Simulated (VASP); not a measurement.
Ba, 1 atom in the cell. Symmetry: I4/mmm, No. 139, tetragonal system. Conventional cell: a = 5.000 Å, b = 5.000 Å, c = 4.875 Å, α = 90.00°, β = 90.00°, γ = 90.00°. Ba (site symmetry 4/mmm) has 14 Ba at 4.29 to 5.00 Å within 5.6 Å.  This cell differs from its parent crystal: strain +0.000 along x and y, -0.025 along z.

| Item | Value |
| --- | --- |
| Program | VASP 6.6.1 |
| Task | single point |
| Functional | PBEsol |
| Potentials or basis | VASP PAW PBE potentials, release 64 (Ba_sv) |
| Cutoff | 520 eV |
| k mesh | 14 × 14 × 14 |
| Occupations | gaussian, width 0.15 eV |
| Spin | no spin polarisation |
| Dipole correction | no |
| Further INCAR settings | ALGO = Fast; EDIFF = 1e-06; NBANDS = 11 |

Potentials or basis: VASP PAW PBE potentials, release 64 (Ba_sv).

Launch:

```sh
$ cat potpaw_PBE.64/Ba_sv/POTCAR > POTCAR
$ mpirun -np 1 vasp_std > vasp.out
```

Hardware: 1 thread of Intel(R) Xeon(R) Platinum 8259CL CPU @ 2.50GHz (Skylake/Cascade Lake), with other jobs on the host.

**Question.** Estimate the wall time of this run.

**Answer.** Wall time 70 s on 1 thread of Intel(R) Xeon(R) Platinum 8259CL CPU @ 2.50GHz (Skylake/Cascade Lake), with other jobs on the host, peak memory 0.29 GiB. Counts: scf iterations 11, k points 244.
